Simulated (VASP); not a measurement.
Write the native input for VASP 6.6.1 that does the following.

| Item | Value |
| --- | --- |
| Task | single point |
| Functional | HSE06 |
| Potentials or basis | VASP PAW PBE potentials, release 64 (K_sv, I) |
| Cutoff | 400 eV |
| k mesh | 4 × 4 × 4 |
| Occupations | gaussian, width 0.01 eV |
| Spin | no spin polarisation |
| Dipole correction | no |
| Grid for exact exchange (PRECFOCK) | Normal |
| Further INCAR settings | ALGO = Normal; EDIFF = 1e-06; NBANDS = 15 |
| Screening parameter | 0.2079 1/Å |

The system is KI.

```
CELL_PARAMETERS angstrom
4.33214 0.04119 0.04119
0.04119 4.33214 0.04119
0.04119 0.04119 4.33214
ATOMIC_POSITIONS crystal
K 0.00000 0.00000 0.00000
I 0.50000 0.50000 0.50000
```

This cell differs from its parent crystal: strain along [111] +2.9%.

The input as run:

POSCAR

```
KI
1.0
    4.3321399304      0.0411930897      0.0411930897
    0.0411930897      4.3321399304      0.0411930897
    0.0411930897      0.0411930897      4.3321399304
K I
1 1
Direct
    0.0000000000      0.0000000000      0.0000000000
    0.5000000000      0.5000000000      0.5000000000
```

INCAR.step1

```
ALGO     = Normal         # electronic algorithm
EDIFF    = 1E-5           # SCF threshold, eV
ENCUT    = 400            # plane-wave cutoff, eV
GGA      = PE             # functional
GGA_COMPAT= False        
ISIF     = 2              # what is computed and relaxed
ISMEAR   = 0              # smearing method
LASPH    = True           # aspherical terms in the spheres
LREAL    = False          # projectors in reciprocal space
LWAVE    = True           # write WAVECAR
NBANDS   = 15             # bands
NELM     = 120            # most SCF steps
PREC     = Accurate       # precision mode
SIGMA    = 0.01           # smearing width, eV
```

INCAR.step2

```
ALGO     = Normal         # electronic algorithm
EDIFF    = 1E-6           # SCF threshold, eV
ENCUT    = 400            # plane-wave cutoff, eV
GGA      = PE             # functional
GGA_COMPAT= False        
HFSCREEN = 0.2079         # screening, 1/A
ISIF     = 2              # what is computed and relaxed
ISMEAR   = 0              # smearing method
ISTART   = 1            
LASPH    = True           # aspherical terms in the spheres
LCHARG   = True           # write CHGCAR
LELF     = True           # ELF
LHFCALC  = True           # exact exchange
LREAL    = False          # projectors in reciprocal space
LVHAR    = True         
LWAVE    = False          # write WAVECAR
NBANDS   = 15             # bands
NELM     = 120            # most SCF steps
PREC     = Accurate       # precision mode
PRECFOCK = Normal       
SIGMA    = 0.01           # smearing width, eV
```

KPOINTS

```
k-points
0
Gamma
  4 4 4
```

Potentials or basis: VASP PAW PBE potentials, release 64 (K_sv, I).

Run with:

```sh
$ cat potpaw_PBE.64/K_sv/POTCAR potpaw_PBE.64/I/POTCAR > POTCAR
$ cp INCAR.step1 INCAR
$ mpirun -np 1 vasp_std > vasp.out
$ cp INCAR.step2 INCAR
$ mpirun -np 1 vasp_std > vasp.out
```

It gave:

- Pressure: -0.1 GPa
- Band gap on the k mesh: 4.23 eV, indirect (least direct gap 4.56 eV)

Caveat: the cell differs from its parent crystal (strain along [111] +2.9%); the PAW data sets were made with another functional, which shifts forces and pressure a little; spin-orbit coupling is left out, which moves the levels of the heavy elements.

Run time: 8 min on 1 thread of Intel(R) Xeon(R) Platinum 8259CL CPU @ 2.50GHz (Skylake/Cascade Lake), on a shared host, peak memory 0.26 GiB.
